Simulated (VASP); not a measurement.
Here is a VASP 6.6.1 calculation.

File INCAR:

```
SYSTEM = Si4Ru
ALGO = Normal
EDIFF = 1E-7
ENCUT = 520
GGA = PE
ISIF = 2
ISMEAR = 0
LASPH = .TRUE.
LCHARG = .FALSE.
LREAL = .FALSE.
LWAVE = .FALSE.
NBANDS = 41
NELM = 80
PREC = Accurate
SIGMA = 0.2
```

KPOINTS

```
k-points
0
G
  4 4 4
  0 0 0
```

File POSCAR:

```
Si4Ru
1.0
   -3.7412898854      3.7412898854      2.7873804975
    3.7412898854     -3.7412898854      2.7873804975
    3.7412898854      3.7412898854     -2.7873804975
Si Ru
8 2
Direct
    0.4760739319      0.7500026765      0.7260712553
    0.0239314212      0.7500026765      0.2739287447
    0.7500026765      0.0239314212      0.2739287447
    0.7500026765      0.4760739319      0.7260712553
    0.9760685788      0.2499973235      0.7260712553
    0.5239260681      0.2499973235      0.2739287447
    0.2499973235      0.9760685788      0.7260712553
    0.2499973235      0.5239260681      0.2739287447
    0.5000000000      0.5000000000      0.0000000000
    0.0000000000      0.0000000000      0.0000000000
```

Potentials or basis: VASP PAW PBE potentials, release 64 (Si, Ru_pv).

The run is started by

```sh
$ cat potpaw_PBE.64/Si/POTCAR potpaw_PBE.64/Ru_pv/POTCAR > POTCAR
$ mpirun -np 1 vasp_std > vasp.out
```

Estimate the pressure.

0.0 GPa.

What does it give for the band gap on the k mesh?

Zero (band 30 reaches 9.23 eV, above the bottom of band 31 at 8.68 eV).

Estimate the largest force.

0.012 eV/Å.

Stress tensor (GPa, compression positive):
```
 0.06  0.00  0.00
 0.00  0.06  0.00
 0.00  0.00 -0.08
```
